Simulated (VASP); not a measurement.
Runs of VASP 6.6.1 on P. The structure is that of space group P6_122 (No. 178), or close to it. The cells are those of the table. 

```tsv
task	cell	k mesh	cutoff (eV)	gap on the mesh (eV)	pressure (GPa)	largest force (eV/Å)
single point	a = 4.925, b = 4.925, c = 4.663 Å, angles 90.0, 90.0, 120.0°, 6 atoms	6 × 6 × 4	520	none	(a)	0.20
single point	a = 5.868, b = 5.868, c = 4.901 Å, angles 90.0, 90.0, 120.0°, 6 atoms	6 × 6 × 4	520	none	-0.2	0.05
single point	a = 5.869, b = 5.869, c = 4.911 Å, angles 90.0, 90.0, 120.0°, 6 atoms	6 × 6 × 8	520	none	-0.2	0.05
relaxation of cell and atoms	relaxed from a = 4.925, b = 4.925, c = 4.663 Å, angles 90.0, 90.0, 120.0°, 6 atoms	6 × 6 × 4	600	none	0.0	0.03
```

Alike in all rows: level PBE; potentials or basis VASP PAW PBE potentials, release 64 (P); no spin polarisation; smearing gaussian 0.1 eV.

Problem. Fill in the values left out.

Solution. (a) 21.6.

A gap of «none» marks levels without a gap at the run's occupations.
